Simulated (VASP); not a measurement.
Here is a VASP 6.6.1 calculation.

Contents of INCAR:

```
SYSTEM = Re
PREC     = Accurate       ! precision mode
ENCUT    = 520            ! plane-wave cutoff, eV
EDIFF    = 1E-7           ! SCF threshold, eV
ISMEAR   = 0              ! smearing method
SIGMA    = 0.15           ! smearing width, eV
LREAL    = .False.        ! projectors in reciprocal space
LASPH    = .True.         ! aspherical terms in the spheres
NELM     = 80             ! most SCF steps
ALGO     = Normal         ! electronic algorithm
ISIF     = 2              ! what is computed and relaxed
LWAVE    = .False.        ! write WAVECAR
LCHARG   = .True.         ! write CHGCAR
GGA      = PE             ! functional
LELF     = .True.         ! ELF
LVHAR    = .True.       
NBANDS   = 10             ! bands
```

The input KPOINTS:

```
Automatic mesh
0
Gamma
  10 10 10
  0 0 0
```

The input POSCAR:

```
Re
1.0
    0.0000000000      1.9701288299      1.8712283626
    1.9701288299      0.0000000000      1.8712283626
    1.9701288299      1.9701288299      0.0000000000
Re
1
Direct
    0.0000000000      0.0000000000      0.0000000000
```

Potentials or basis: VASP PAW PBE potentials, release 64 (Re).

Run with:

```console
$ cat potpaw_PBE.64/Re/POTCAR > POTCAR
$ mpirun -np 1 vasp_std > vasp.out
```

(1) What does it give for the pressure?

Results:

(1) 12.3 GPa.
